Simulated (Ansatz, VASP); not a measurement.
One calculation of SiSbTe2, two programs

```xyz
4
Lattice="5.3647 0.0000 0.0000 -2.6823 4.6460 0.0000 0.0000 0.0000 5.2242" Properties=species:S:1:pos:R:3 pbc="T T T"
Si    0.0000    0.0000    0.0000
Sb    0.0000    0.0000    2.6121
Te    0.0000    3.0973    0.0000
Te    2.6823    1.5487    0.0000
```

Alike in both runs: task relaxation of cell and atoms; functional PBE; k mesh 12 × 12 × 10; occupations gaussian, width 0.1 eV; no spin polarisation.

|  | VASP | Ansatz |
| --- | --- | --- |
| version | VASP 6.6.1 | Ansatz 0.2.0 |
| potentials or method | VASP PAW PBE potentials, release 64 (Si, Sb, Te), cutoff 600 eV | scalar-relativistic, plane waves, PAW |
| valence electrons in the cell | 21 | 51 |

VASP gave:

- gap on the k mesh at the Fermi level, each at its own relaxed structure (eV): none
- relaxed volume (Å³/atom): 32.33
- relaxed cell length with the largest relative difference (Å): 5.197

**Question.** What did Ansatz give for the same quantities?

**Answer.** gap on the k mesh at the Fermi level, each at its own relaxed structure (eV): none; relaxed volume (Å³/atom): 32.36; relaxed cell length with the largest relative difference (Å): 5.193.

A gap of «none» marks a metal or a gap that the smearing closes. VASP's potentials hold 21 valence electrons a cell and Ansatz's 51, so a difference there can come from the potentials and not from the codes.

Neither program's run includes spin-orbit coupling.
